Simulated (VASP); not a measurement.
# Sb (P4/mmm) in VASP: single point with r2SCAN

Aim: the single point of Sb with r2SCAN.

Everything below comes from runs of VASP 6.6.1. Logs are shortened: lines on timing, memory, paths and dates and some standing lists are left out, and cuts for length are marked.

## 1. The cell of the first run

The structure is tetragonal, space group P4/mmm (No. 123). The conventional cell has a = 3.002 Å, b = 3.002 Å, c = 3.318 Å, α = 90.00°, β = 90.00°, γ = 90.00°. Within 4.0 Å of Sb (site symmetry 4/mmm) lie 6 Sb at 3.00 to 3.32 Å.

## 2. Single point, r2SCAN (strain -0.050 along x and y, +0.050 along z)

File POSCAR:

```
Sb
1.0
    3.0020000000      0.0000000000      0.0000000000
    0.0000000000      3.0020000000      0.0000000000
    0.0000000000      0.0000000000      3.3180000000
Sb
1
Direct
    0.0000000000      0.0000000000      0.0000000000
```

File INCAR.step1:

```
PREC = Accurate
ENCUT = 520
ISMEAR = 0
SIGMA = 0.15
LREAL = False
LASPH = True
NELM = 80
NBANDS = 8
GGA = PE
ALGO = Normal
EDIFF = 1E-4
LWAVE = True
LCHARG = False
```

File INCAR.step2:

```
PREC = Accurate
ENCUT = 520
EDIFF = 1E-7
ISMEAR = 0
SIGMA = 0.15
LREAL = False
LASPH = True
NELM = 80
ALGO = Normal
ISIF = 2
LWAVE = False
LCHARG = False
METAGGA = R2SCAN
LMIXTAU = True
NBANDS = 8
ISTART = 1
```

File KPOINTS:

```
Automatic mesh
0
Gamma
  16 16 16
```

Potentials or basis: VASP PAW PBE potentials, release 64 (Sb).

Launch:

```sh
$ cat potpaw_PBE.64/Sb/POTCAR > POTCAR
$ cp INCAR.step1 INCAR
$ mpirun -np 1 vasp_std > vasp.out
$ cp INCAR.step2 INCAR
$ mpirun -np 1 vasp_std > vasp.out
```

OUTCAR:

```text
PREC = Accurate
   ENCUT = 520
   EDIFF = 1E-7
   ISMEAR = 0
   LREAL = False
   LASPH = True
   NELM = 80
   ISIF = 2
   METAGGA = R2SCAN
   ISTART = 1

 ion  position               nearest neighbor table
   1  0.000  0.000  0.000-

  LATTYP: Found a simple tetragonal cell.
 ALAT       =     3.0020000000
 C/A-ratio  =     1.1052631579

  Lattice vectors:

 A1 = (   3.0020000000,   0.0000000000,   0.0000000000)
 A2 = (   0.0000000000,   3.0020000000,   0.0000000000)
 A3 = (   0.0000000000,   0.0000000000,   3.3180000000)

Analysis of symmetry for initial positions (statically):
=====================================================================
 Subroutine PRICEL returns:
 Original cell was already a primitive cell.

 Routine SETGRP: Setting up the symmetry group for a
 simple tetragonal supercell.

 Subroutine GETGRP returns: Found 16 space group operations
 (whereof 16 operations were pure point group operations)
 out of a pool of 16 trial point group operations.

The static configuration has the point symmetry D_4h.

Analysis of symmetry for dynamics (positions and initial velocities):
=====================================================================
 Subroutine PRICEL returns:
 Original cell was already a primitive cell.

 Routine SETGRP: Setting up the symmetry group for a
 simple tetragonal supercell.

 Subroutine GETGRP returns: Found 16 space group operations
 (whereof 16 operations were pure point group operations)
 out of a pool of 16 trial point group operations.

The dynamic configuration has the point symmetry D_4h.

 Subroutine INISYM returns: Found 16 space group operations
 (whereof 16 operations are pure point group operations),
 and found     1 'primitive' translations

----------------------------------------------------------------------------------------

                                     Primitive cell

  volume of cell :      29.9018

  direct lattice vectors                    reciprocal lattice vectors
     3.002000000  0.000000000  0.000000000     0.333111259  0.000000000  0.000000000
     0.000000000  3.002000000  0.000000000     0.000000000  0.333111259  0.000000000
     0.000000000  0.000000000  3.318000000     0.000000000  0.000000000  0.301386377

  length of vectors
     3.002000000  3.002000000  3.318000000     0.333111259  0.333111259  0.301386377

  position of ions in fractional coordinates (direct lattice)
     0.000000000  0.000000000  0.000000000

  ion indices of the primitive-cell ions
   primitive index   ion index
                 1           1

----------------------------------------------------------------------------------------

 KPOINTS: Automatic mesh

Automatic generation of k-mesh.
 Grid dimensions read from file:
 generate k-points for:   16   16   16

 Generating k-lattice:

  Cartesian coordinates                     Fractional coordinates (reciprocal lattice)
     0.020819454  0.000000000  0.000000000     0.062500000  0.000000000  0.000000000
     0.000000000  0.020819454  0.000000000     0.000000000  0.062500000  0.000000000
     0.000000000  0.000000000  0.018836649     0.000000000  0.000000000  0.062500000

  Length of vectors
     0.020819454  0.020819454  0.018836649

  Shift w.r.t. Gamma in fractional coordinates (k-lattice)
     0.000000000  0.000000000  0.000000000

 Subroutine IBZKPT returns following result:
 ===========================================

 Found    405 irreducible k-points:

 Following reciprocal coordinates:
            Coordinates               Weight
  0.000000  0.000000  0.000000      1.000000
  0.062500  0.000000  0.000000      4.000000
  0.125000  0.000000  0.000000      4.000000
  0.187500  0.000000  0.000000      4.000000
  0.250000  0.000000  0.000000      4.000000
  0.312500  0.000000  0.000000      4.000000
[... 16 lines left out ...]
  0.437500  0.125000  0.000000      8.000000
  0.500000  0.125000  0.000000      4.000000
 [... further k-points ...]
   k-points           NKPTS =    405   k-points in BZ     NKDIM =    405   number of bands    NBANDS=      8
   number of dos      NEDOS =    301   number of ions     NIONS =      1
   total plane-waves  NPLWV =  16128
   dimension x,y,z NGX =    24 NGY =   24 NGZ =   28
   dimension x,y,z NGXF=    48 NGYF=   48 NGZF=   56
   ions per type =               1
   NGX,Y,Z   is equivalent  to a cutoff of  13.29, 13.29, 14.03 a.u.
   NGXF,Y,Z  is equivalent  to a cutoff of  26.58, 26.58, 28.06 a.u.
 SYSTEM =  unknown system
   PREC   = accura    normal or accurate (medium, high low for compatibility)
   ISTART =      1    job   : 0-new  1-cont  2-samecut
   ICHARG =      0    charge: 1-file 2-atom 10-const
   ISPIN  =      1    spin polarized calculation?
   LNONCOLLINEAR =      F non collinear calculations
   LSORBIT =      F    spin-orbit coupling
   LASPH  =      T    aspherical Exc in radial PAW
   ENCUT  =  520.0 eV  38.22 Ry    6.18 a.u.   5.58  5.58  6.17*2*pi/ulx,y,z
   NELM   =     80;   NELMIN=  2; NELMDL=  0     # of ELM steps
   EDIFF  = 0.1E-06   stopping-criterion for ELM
   LREAL  =      F    real-space projection
   EDIFFG = 0.1E-05   stopping-criterion for IOM
   NSW    =      0    number of steps for IOM
   IBRION =     -1    ionic relax: 0-MD 1-quasi-New 2-CG
   NFREE  =      0    steps in history (QN), initial steepest desc. (CG)
   ISIF   =      2    stress and relaxation
   ISYM   =      2    0-nonsym 1-usesym 2-fastsym
   POTIM  = 0.5000    time-step for ionic-motion
   TEBEG  =    0.0;   TEEND  =   0.0 temperature during run
   PSTRESS=    0.0 pullay stress
   NELECT =       5.0000    total number of electrons
   NUPDOWN=      -1.0000    fix difference up-down
   EMIN   =  10.00;   EMAX   =-10.00  energy-range for DOS
   EFERMI =   0.00;   METHOD = LEGACY
   ISMEAR =     0;   SIGMA  =   0.15  broadening in eV -4-tet -1-fermi 0-gaus
   EFERMI_NEDOS =   21; number of points for ismear=-14 and -15
   IALGO  =     38    algorithm
   IMIX   =      4    mixing-type and parameters
     AMIX     =   0.40;   BMIX     =  1.00
     AMIX_MAG =   1.60;   BMIX_MAG =  1.00
  volume/ion in A,a.u.               =      29.90       201.79
  Fermi-wavevector in a.u.,A,eV,Ry     =   0.901915  1.704372 11.067667  0.813451
  Thomas-Fermi vector in A             =   2.025054
   LORBIT       =      0    0 simple, 1 ext, 2 COOP (PROOUT), +10 PAW based schemes
   METAGGA = R2SCAN    functional components
   LHFCALC =     F    Hartree Fock is set to
   AEXX    =    0.0000 exact exchange contribution
   IVDW    =     0    specifies the selected vdW correction
   LEPSILON=     F    determine dielectric tensor
   LRPA    =     F    only Hartree local field effects (RPA)
 non-spin polarized calculation
 Gauss-broadening in eV      SIGMA  =   0.15
  energy-cutoff  :      520.00
  volume of cell :       29.90
 maximum number of plane-waves:       836
 NGX is ok and might be reduce to    24
   NGX = 11   NGY = 11   NGZ = 13

 number of electron       5.0000001 magnetization

 Free energy of the ion-electron system (eV)
  ---------------------------------------------------
  ext. energy  EPLUGINS =         0.00000000
  ---------------------------------------------------
  free energy    TOTEN  =       -25.57141462 eV

  energy without entropy =      -25.56516168  energy(sigma->0) =      -25.56828815

 E-fermi :   7.0363     XC(G=0): -10.0867

 val. band max:        7.0157224900   @ k =   0.3125   0.2500   0.0625
 cond. band min:       7.0367745045   @ k =   0.4375   0.4375   0.3750
 fundamental gap:      0.0210520145
 Fermi energy:         7.0363154291

 k-point     1 :       0.0000    0.0000    0.0000
  band No.  band energies     occupation
      1      -6.0123      2.00000
      2       8.6073      0.00000
      3      11.4325      0.00000
      4      11.4325      0.00000
      5      13.0696      0.00000
      6      14.9204      0.00000
      7      16.8588      0.00000
      8      25.0754      0.00000

 k-point     2 :       0.0625    0.0000    0.0000
  band No.  band energies     occupation
      1      -5.9459      2.00000
      2       8.6737      0.00000
      3      10.5303      0.00000
      4      11.5011      0.00000
      5      13.1514      0.00000
      6      15.3953      0.00000
      7      17.3733      0.00000
      8      24.2485      0.00000

 k-point     3 :       0.1250    0.0000    0.0000
  band No.  band energies     occupation
      1      -5.7473      2.00000
      2       8.8501      0.00000
      3       8.8697      0.00000
      4      11.7037      0.00000
      5      13.3303      0.00000
      6      15.8777      0.00000
      7      18.8856      0.00000
      8      22.9701      0.00000

 k-point     4 :       0.1875    0.0000    0.0000
  band No.  band energies     occupation
      1      -5.4196      2.00000
      2       7.0729      0.72987
      3       9.1845      0.00000
      4      12.0293      0.00000
      5      13.6089      0.00000
      6      16.2274      0.00000
      7      20.7784      0.00000
      8      21.6606      0.00000

 k-point     5 :       0.2500    0.0000    0.0000
  band No.  band energies     occupation
      1      -4.9700      2.00000
      2       5.3657      2.00000
      3       9.5978      0.00000
      4      12.4570      0.00000
      5      13.9926      0.00000
      6      16.6009      0.00000
      7      20.4019      0.00000
      8      21.7870      0.00000
[... 177 lines left out ...]
 k-point    22 :       0.3750    0.1250    0.0000
  band No.  band energies     occupation
      1      -3.5323      2.00000
      2       2.6963      2.00000
      3      10.8196      0.00000
      4      10.9142      0.00000
      5      15.3686      0.00000
      6      17.2855      0.00000
      7      18.4916      0.00000
      8      19.1778      0.00000

 k-point    23 :       0.4375    0.1250    0.0000
  band No.  band energies     occupation
      1      -2.9661      2.00000
      2       1.6837      2.00000
      3      11.1970      0.00000
      4      11.3528      0.00000
      5      15.9206      0.00000
      6      16.6511      0.00000
      7      17.8217      0.00000
      8      18.3260      0.00000

 k-point    24 :       0.5000    0.1250    0.0000
  band No.  band energies     occupation
      1      -2.7083      2.00000
      2       1.2762      2.00000
      3      11.3452      0.00000
      4      11.5351      0.00000
      5      16.0252      0.00000
      6      16.6760      0.00000
      7      17.5756      0.00000
      8      17.8242      0.00000

 [... further k-points ...]

------------------------ aborting loop because EDIFF is reached ----------------------------------------

  FORCE on cell =-STRESS in cart. coord.  units (eV):
  Direction    XX          YY          ZZ          XY          YZ          ZX
  --------------------------------------------------------------------------------------
  -------------------------------------------------------------------------------------
  Total        0.6801818      0.6801818     -1.2102774      0.0000000      0.0000000      0.0000000
  in kB       36.4449885     36.4449885    -64.8481714      0.0000000      0.0000000      0.0000000
  external PRESSURE =       2.6806019 kB  Pullay stress =       0.0000000 kB

 VOLUME and BASIS-vectors are now :
 -----------------------------------------------------------------------------
  energy-cutoff  :      520.00
  volume of cell :       29.90
      direct lattice vectors                 reciprocal lattice vectors
     3.002000000  0.000000000  0.000000000     0.333111259  0.000000000  0.000000000
     0.000000000  3.002000000  0.000000000     0.000000000  0.333111259  0.000000000
     0.000000000  0.000000000  3.318000000     0.000000000  0.000000000  0.301386377

 POSITION                                       TOTAL-FORCE (eV/Angst)
 -----------------------------------------------------------------------------------
      0.00000      0.00000      0.00000         0.000000      0.000000      0.000000
 -----------------------------------------------------------------------------------
    total drift:                               -0.000000      0.000000     -0.000000

  FREE ENERGIE OF THE ION-ELECTRON SYSTEM (eV)
  ---------------------------------------------------
  free  energy   TOTEN  =       -25.5714146229 eV

  energy  without entropy=      -25.5651616834  energy(sigma->0) =      -25.56828815
```

Wall time 2.4 min (1 thread of Intel Xeon Platinum 8488C (Sapphire Rapids), shared host); peak memory 0.22 GiB.

Results:

```yaml
Free_energy: -25.5714 eV
Pressure: 0.3 GPa
```

Levels at points of the mesh, in eV from the Fermi level:
```csv
k point,band 1,band 2,band 3,band 4,band 5,band 6
"(0.00, 0.00, 0.00)",-13.05,1.57,4.40,4.40,6.03,7.88
"(0.50, 0.00, 0.00)",-10.02,-6.01,4.03,6.96,8.96,10.27
"(0.50, 0.50, 0.00)",-6.66,-3.65,-3.65,2.63,6.59,12.67
"(0.00, 0.00, 0.50)",-11.29,-5.70,5.87,5.87,9.34,12.39
"(0.50, 0.00, 0.50)",-8.10,-4.56,-3.19,2.45,8.50,13.77
"(0.50, 0.50, 0.50)",-4.40,-2.31,-2.31,-0.77,4.66,5.50
```

Caveat: the cell differs from its parent crystal (strain -0.050 along x and y, +0.050 along z); the PAW data sets were made with another functional, which shifts forces and pressure a little; spin-orbit coupling is left out, which moves the levels of the heavy elements.
